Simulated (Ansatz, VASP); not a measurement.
Two plane-wave programs on PbO

```
Pb O
1.0
     3.61816    0.00000    0.00000
    -1.80908    3.22742    0.00000
     0.00000    0.00000    6.35155
Pb O
2 2
Cartesian
  0.0000 2.1516 1.5879
  1.8091 1.0758 4.7637
  0.0000 0.0000 0.0000
  0.0000 0.0000 3.1758
```

Change from the starting cell: strain e2 = +0.03, atoms carried along.

Alike in both runs: task single point; functional PBE; k mesh 10 × 10 × 6; occupations gaussian, width 0.05 eV; no spin polarisation.

|  | VASP | Ansatz |
| --- | --- | --- |
| version | VASP 6.6.1 | Ansatz 0.2.0 |
| potentials or method | VASP PAW PBE potentials, release 64 (Pb_d, O), cutoff 520 eV | scalar-relativistic, plane waves, PAW |
| valence electrons in the cell | 40 | 40 |

|  | VASP | Ansatz | Ansatz less VASP |
| --- | --- | --- | --- |
| gap on the k mesh at the Fermi level (eV) | 0.23 | 0.23 | 0.000 |
| least direct gap on the mesh (eV) | 0.32 | 0.32 | -0.003 |
| pressure (GPa) | -2.3 | -2.2 | +0.05 |
| traceless stress, the component that is largest in VASP (GPa) | 0.68 | 0.69 | +0.007 |
| rms of the force components (eV/Å) | 0.029 | 0.030 | +0.0004 |

Atom by atom the forces differ by 0.000 eV/Å (rms over components). The functional is the same, so the differences come from potentials, cutoffs and numerics.

Neither program's run includes spin-orbit coupling.
